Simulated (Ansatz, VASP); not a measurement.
One calculation of Mo, two programs

Contents of INCAR:

```
SYSTEM = Mo
PREC = Accurate
ENCUT = 520
EDIFF = 1E-6
ISMEAR = 0
SIGMA = 0.1
LREAL = .FALSE.
LASPH = .TRUE.
NELM = 80
ALGO = Normal
ISIF = 2
LWAVE = .FALSE.
LCHARG = .FALSE.
GGA = PE
NBANDS = 13
```

Contents of KPOINTS:

```
Automatic mesh
0
G
  18 18 16
  0 0 0
```

File POSCAR:

```
Mo
1.0
    2.6695572415      0.0000000000      0.0000000000
   -1.3347786208      2.3119043880      0.0000000000
    0.0000000000      0.0000000000      2.5319030038
Mo
1
Direct
    0.0000000000      0.0000000000      0.5000000000
```

Input for Ansatz:

```yaml
crystal:
  lattice:
    - [2.6695572415, 0.0, 0.0]
    - [-1.3347786208, 2.311904388, 0.0]
    - [0.0, 0.0, 2.5319030038]
  atoms:
    - { symbol: Mo, position: [0.0, 0.0, 0.5] }
basis:
  ecutwfc: 420
kpoints:
  mp_grid: { grid: [18, 18, 16] }
hamiltonian:
  xc: pbe
scf:
  occupations: { method: gaussian, width: 0.1 }
output:
  forces: true
  stress: true
  eigenvalues: true
```

Alike in both runs: task single point; functional PBE; k mesh 18 × 18 × 16; occupations gaussian, width 0.1 eV; no spin polarisation.

|  | VASP | Ansatz |
| --- | --- | --- |
| version | VASP 6.6.1 | Ansatz 0.2.0 |
| potentials or method | VASP PAW PBE potentials, release 64 (Mo_sv), cutoff 520 eV | scalar-relativistic, plane waves, PAW |
| valence electrons in the cell | 14 | 14 |

Ansatz gave:

```
gap on the k mesh at the Fermi level (eV)                     : none
pressure (GPa)                                                : 17.9
traceless stress, the component that is largest in VASP (GPa) : -9.66
```

Estimate VASP's values.

gap on the k mesh at the Fermi level (eV): none; pressure (GPa): 18.5; traceless stress, the component that is largest in VASP (GPa): -9.57.

A gap of «none» marks a metal or a gap that the smearing closes. With one functional, cell and mesh, what is left measures potentials, basis and numerics.
